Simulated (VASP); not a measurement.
# Pt (Fm-3m) in VASP: notebook, part 2 of 2

VASP 6.6.1. Earlier steps stand in the parts before.

## 3. Single point, PBE

This run uses another cell than the first one, of 15.65 Å³/atom, 1.039 times its volume.

Contents of INCAR:

```
ALGO = Fast
EDIFF = 1E-7
ENCUT = 520
GGA = PE
ISIF = 2
ISMEAR = 0
LASPH = T
LCHARG = F
LREAL = F
LWAVE = F
NBANDS = 11
NELM = 80
PREC = Accurate
SIGMA = 0.05
```

Contents of KPOINTS:

```
k-points
0
Gamma
  18 18 18
```

Contents of POSCAR:

```
Pt
1.0
    0.0000000000      1.9852144750      1.9852144750
    1.9852144750      0.0000000000      1.9852144750
    1.9852144750      1.9852144750      0.0000000000
Pt
1
Direct
    0.0000000000      0.0000000000      0.0000000000
```

Potentials or basis: VASP PAW PBE potentials, release 64 (Pt).

The run is started by

```bash
cat potpaw_PBE.64/Pt/POTCAR > POTCAR
mpirun -np 1 vasp_std > vasp.out
```

OUTCAR:

```text
EDIFF = 1E-7
   ENCUT = 520
   GGA = PE
   ISIF = 2
   ISMEAR = 0
   LASPH = T
   LREAL = F
   NELM = 80
   PREC = Accurate

 ion  position               nearest neighbor table
   1  0.000  0.000  0.000-

  LATTYP: Found a face centered cubic cell.
 ALAT       =     3.9704289500

  Lattice vectors:

 A1 = (   0.0000000000,   1.9852144750,   1.9852144750)
 A2 = (   1.9852144750,   0.0000000000,   1.9852144750)
 A3 = (   1.9852144750,   1.9852144750,   0.0000000000)

Analysis of symmetry for initial positions (statically):
=====================================================================
 Subroutine PRICEL returns:
 Original cell was already a primitive cell.

 Routine SETGRP: Setting up the symmetry group for a
 face centered cubic supercell.

 Subroutine GETGRP returns: Found 48 space group operations
 (whereof 48 operations were pure point group operations)
 out of a pool of 48 trial point group operations.

The static configuration has the point symmetry O_h .

Analysis of symmetry for dynamics (positions and initial velocities):
=====================================================================
 Subroutine PRICEL returns:
 Original cell was already a primitive cell.

 Routine SETGRP: Setting up the symmetry group for a
 face centered cubic supercell.

 Subroutine GETGRP returns: Found 48 space group operations
 (whereof 48 operations were pure point group operations)
 out of a pool of 48 trial point group operations.

The dynamic configuration has the point symmetry O_h .

 Subroutine INISYM returns: Found 48 space group operations
 (whereof 48 operations are pure point group operations),
 and found     1 'primitive' translations

----------------------------------------------------------------------------------------

                                     Primitive cell

  volume of cell :      15.6478

  direct lattice vectors                    reciprocal lattice vectors
     0.000000000  1.985214475  1.985214475    -0.251861956  0.251861956  0.251861956
     1.985214475  0.000000000  1.985214475     0.251861956 -0.251861956  0.251861956
     1.985214475  1.985214475  0.000000000     0.251861956  0.251861956 -0.251861956

  length of vectors
     2.807517235  2.807517235  2.807517235     0.436237704  0.436237704  0.436237704

  position of ions in fractional coordinates (direct lattice)
     0.000000000  0.000000000  0.000000000

  ion indices of the primitive-cell ions
   primitive index   ion index
                 1           1

----------------------------------------------------------------------------------------

 KPOINTS: k-points

Automatic generation of k-mesh.
 Grid dimensions read from file:
 generate k-points for:   18   18   18

 Generating k-lattice:

  Cartesian coordinates                     Fractional coordinates (reciprocal lattice)
    -0.013992331  0.013992331  0.013992331     0.055555556  0.000000000  0.000000000
     0.013992331 -0.013992331  0.013992331     0.000000000  0.055555556  0.000000000
     0.013992331  0.013992331 -0.013992331     0.000000000  0.000000000  0.055555556

  Length of vectors
     0.024235428  0.024235428  0.024235428

  Shift w.r.t. Gamma in fractional coordinates (k-lattice)
     0.000000000  0.000000000  0.000000000

 Subroutine IBZKPT returns following result:
 ===========================================

 Found    195 irreducible k-points:

 Following reciprocal coordinates:
            Coordinates               Weight
  0.000000  0.000000  0.000000      1.000000
  0.055556  0.000000  0.000000      8.000000
  0.111111  0.000000  0.000000      8.000000
  0.166667  0.000000  0.000000      8.000000
  0.222222  0.000000  0.000000      8.000000
  0.277778  0.000000  0.000000      8.000000
[... 16 lines left out ...]
 -0.277778  0.055556  0.000000     24.000000
 -0.222222  0.055556  0.000000     24.000000
 [... further k-points ...]
   k-points           NKPTS =    195   k-points in BZ     NKDIM =    195   number of bands    NBANDS=     11
   number of dos      NEDOS =    301   number of ions     NIONS =      1
   total plane-waves  NPLWV =  13824
   dimension x,y,z NGX =    24 NGY =   24 NGZ =   24
   dimension x,y,z NGXF=    48 NGYF=   48 NGZF=   48
   ions per type =               1
   NGX,Y,Z   is equivalent  to a cutoff of  14.21, 14.21, 14.21 a.u.
   NGXF,Y,Z  is equivalent  to a cutoff of  28.42, 28.42, 28.42 a.u.
 SYSTEM =  unknown system
   PREC   = accura    normal or accurate (medium, high low for compatibility)
   ISTART =      0    job   : 0-new  1-cont  2-samecut
   ICHARG =      2    charge: 1-file 2-atom 10-const
   ISPIN  =      1    spin polarized calculation?
   LNONCOLLINEAR =      F non collinear calculations
   LSORBIT =      F    spin-orbit coupling
   LASPH  =      T    aspherical Exc in radial PAW
   ENCUT  =  520.0 eV  38.22 Ry    6.18 a.u.   5.22  5.22  5.22*2*pi/ulx,y,z
   NELM   =     80;   NELMIN=  2; NELMDL= -5     # of ELM steps
   EDIFF  = 0.1E-06   stopping-criterion for ELM
   LREAL  =      F    real-space projection
   EDIFFG = 0.1E-05   stopping-criterion for IOM
   NSW    =      0    number of steps for IOM
   IBRION =     -1    ionic relax: 0-MD 1-quasi-New 2-CG
   NFREE  =      0    steps in history (QN), initial steepest desc. (CG)
   ISIF   =      2    stress and relaxation
   ISYM   =      2    0-nonsym 1-usesym 2-fastsym
   POTIM  = 0.5000    time-step for ionic-motion
   TEBEG  =    0.0;   TEEND  =   0.0 temperature during run
   PSTRESS=    0.0 pullay stress
   NELECT =      10.0000    total number of electrons
   NUPDOWN=      -1.0000    fix difference up-down
   EMIN   =  10.00;   EMAX   =-10.00  energy-range for DOS
   EFERMI =   0.00;   METHOD = LEGACY
   ISMEAR =     0;   SIGMA  =   0.05  broadening in eV -4-tet -1-fermi 0-gaus
   EFERMI_NEDOS =   21; number of points for ismear=-14 and -15
   IALGO  =     68    algorithm
   IMIX   =      4    mixing-type and parameters
     AMIX     =   0.40;   BMIX     =  1.00
     AMIX_MAG =   1.60;   BMIX_MAG =  1.00
  volume/ion in A,a.u.               =      15.65       105.60
  Fermi-wavevector in a.u.,A,eV,Ry     =   1.410124  2.664749 27.054512  1.988451
  Thomas-Fermi vector in A             =   2.532110
   LORBIT       =      0    0 simple, 1 ext, 2 COOP (PROOUT), +10 PAW based schemes
   GGA     = PE    functional components
   LHFCALC =     F    Hartree Fock is set to
   AEXX    =    0.0000 exact exchange contribution
   IVDW    =     0    specifies the selected vdW correction
   LEPSILON=     F    determine dielectric tensor
   LRPA    =     F    only Hartree local field effects (RPA)
 non-spin polarized calculation
 RMM-DIIS sequential band-by-band and
 Gauss-broadening in eV      SIGMA  =   0.05
  energy-cutoff  :      520.00
  volume of cell :       15.65
 maximum number of plane-waves:       444
 NGX is ok and might be reduce to    24
   NGX = 11   NGY = 11   NGZ = 11

 number of electron      10.0000002 magnetization

 Free energy of the ion-electron system (eV)
  ---------------------------------------------------
  ext. energy  EPLUGINS =         0.00000000
  ---------------------------------------------------
  free energy    TOTEN  =        -6.09568440 eV

  energy without entropy =       -6.09268733  energy(sigma->0) =       -6.09418587

 E-fermi :  10.5711     XC(G=0): -13.2699

 val. band max:       10.5688954086   @ k =  -0.3333   0.3889   0.1111
 cond. band min:      10.5798746584   @ k =   0.4444   0.1111   0.0000
 fundamental gap:      0.0109792498
 Fermi energy:        10.5711120388

 k-point     1 :       0.0000    0.0000    0.0000
  band No.  band energies     occupation
      1       0.7617      2.00000
      2       7.0008      2.00000
      3       7.0008      2.00000
      4       7.0008      2.00000
      5       9.0279      2.00000
      6       9.0279      2.00000
      7      25.3053      0.00000
      8      30.0635      0.00000
      9      30.0635      0.00000
     10      30.0635      0.00000
     11      35.2747      0.00000

 k-point     2 :       0.0556    0.0000    0.0000
  band No.  band energies     occupation
      1       0.8818      2.00000
      2       6.9485      2.00000
      3       7.0480      2.00000
      4       7.0480      2.00000
      5       9.0019      2.00000
      6       9.0019      2.00000
      7      25.4876      0.00000
      8      29.3973      0.00000
      9      30.2432      0.00000
     10      30.2432      0.00000
     11      35.9891      0.00000
[... 295 lines left out ...]
 k-point    24 :      -0.2222    0.0556    0.0000
  band No.  band energies     occupation
      1       2.7482      2.00000
      2       6.5403      2.00000
      3       7.3731      2.00000
      4       7.4365      2.00000
      5       8.8527      2.00000
      6       9.4908      2.00000
      7      24.0464      0.00000
      8      27.0365      0.00000
      9      31.2482      0.00000
     10      32.7632      0.00000
     11      33.9663      0.00000

 [... further k-points ...]
[... 5 lines left out ...]
  --------------------------------------------------------------------------------------
  -------------------------------------------------------------------------------------
  Total       -0.0600529     -0.0600529     -0.0600529     -0.0000000     -0.0000000      0.0000000
  in kB       -6.1488259     -6.1488259     -6.1488259     -0.0000000     -0.0000000      0.0000000
  external PRESSURE =      -6.1488259 kB  Pullay stress =       0.0000000 kB

 VOLUME and BASIS-vectors are now :
 -----------------------------------------------------------------------------
  energy-cutoff  :      520.00
  volume of cell :       15.65
      direct lattice vectors                 reciprocal lattice vectors
     0.000000000  1.985214475  1.985214475    -0.251861956  0.251861956  0.251861956
     1.985214475  0.000000000  1.985214475     0.251861956 -0.251861956  0.251861956
     1.985214475  1.985214475  0.000000000     0.251861956  0.251861956 -0.251861956

 POSITION                                       TOTAL-FORCE (eV/Angst)
 -----------------------------------------------------------------------------------
      0.00000      0.00000      0.00000         0.000000      0.000000      0.000000
 -----------------------------------------------------------------------------------
    total drift:                               -0.000000      0.000000      0.000000

  FREE ENERGIE OF THE ION-ELECTRON SYSTEM (eV)
  ---------------------------------------------------
  free  energy   TOTEN  =        -6.0956844021 eV

  energy  without entropy=       -6.0926873303  energy(sigma->0) =       -6.09418587
```

stdout:

```text
POSCAR found type information on POSCAR Pt
 POSCAR found :  1 types and       1 ions
 scaLAPACK will be used
 LDA part: xc-table for (Slater+PW92), standard interpolation
 POSCAR, INCAR and KPOINTS ok, starting setup
 FFT: planning ... GRIDC
 FFT: planning ... GRID_SOFT
 FFT: planning ... GRID
 WAVECAR not read
 entering main loop
```

Wall time 100 s (1 thread of AMD EPYC 7R13, shared host); peak memory 0.14 GiB.

Results:

```
Free energy            : -6.0957 eV
Pressure               : -0.6 GPa
Band gap on the k mesh : zero (band 5 reaches 11.03 eV, above the bottom of band 6 at 8.93 eV)
```

Levels at points of the mesh, in eV from the Fermi level:
| k point | band 2 | band 3 | band 4 | band 5 | band 6 | band 7 | band 8 | band 9 |
| --- | --- | --- | --- | --- | --- | --- | --- | --- |
| (0.00, 0.00, 0.00) | -3.57 | -3.57 | -3.57 | -1.54 | -1.54 | 14.73 | 19.49 | 19.49 |
| (0.50, 0.00, 0.00) | -3.63 | -3.63 | -0.32 | 0.03 | 0.03 | 5.56 | 14.29 | 18.72 |
| (0.50, 0.50, 0.00) | -6.24 | -0.01 | 0.45 | 0.45 | 1.85 | 8.48 | 11.28 | 11.28 |

Caveat: spin-orbit coupling is left out, which moves the levels of the heavy elements.

## 4. Single point, PBE

This run uses another cell than the first one, of 15.65 Å³/atom, 1.039 times its volume.

Contents of INCAR:

```
SYSTEM = Pt
  PREC = Accurate
  ENCUT = 520
  EDIFF = 1E-6
  ISMEAR = 0
  SIGMA = 0.05
  LREAL = .False.
  LASPH = .True.
  NELM = 80
  ALGO = Normal
  ISIF = 2
  LWAVE = .False.
  LCHARG = .True.
  GGA = PE
  LELF = .True.
  LVHAR = .True.
  NBANDS = 11
```

Contents of KPOINTS:

```
Automatic mesh
0
Gamma
  18 18 18
  0 0 0
```

POSCAR is that of step 3.

The run is started by

```bash
cat potpaw_PBE.64/Pt/POTCAR > POTCAR
mpirun -np 1 vasp_std > vasp.out
```

Run time: 72 s. Hardware: 1 thread of AMD EPYC 7R13, shared host; peak memory 0.14 GiB.

Results (log left out):

```yaml
Free_energy: -6.0957 eV
Pressure: -0.6 GPa
Band_gap_on_the_k_mesh: zero (band 5 reaches 11.03 eV, above the bottom of band 6 at 8.93 eV)
```

Levels at points of the mesh, in eV from the Fermi level:
```tsv
k point	band 2	band 3	band 4	band 5	band 6	band 7	band 8	band 9
(0.00, 0.00, 0.00)	-3.57	-3.57	-3.57	-1.54	-1.54	14.73	19.49	19.49
(0.50, 0.00, 0.00)	-3.63	-3.63	-0.32	0.03	0.03	5.56	14.29	18.72
(0.50, 0.50, 0.00)	-6.24	-0.01	0.45	0.45	1.85	8.48	11.28	11.28
```

Caveat: spin-orbit coupling is left out, which moves the levels of the heavy elements.
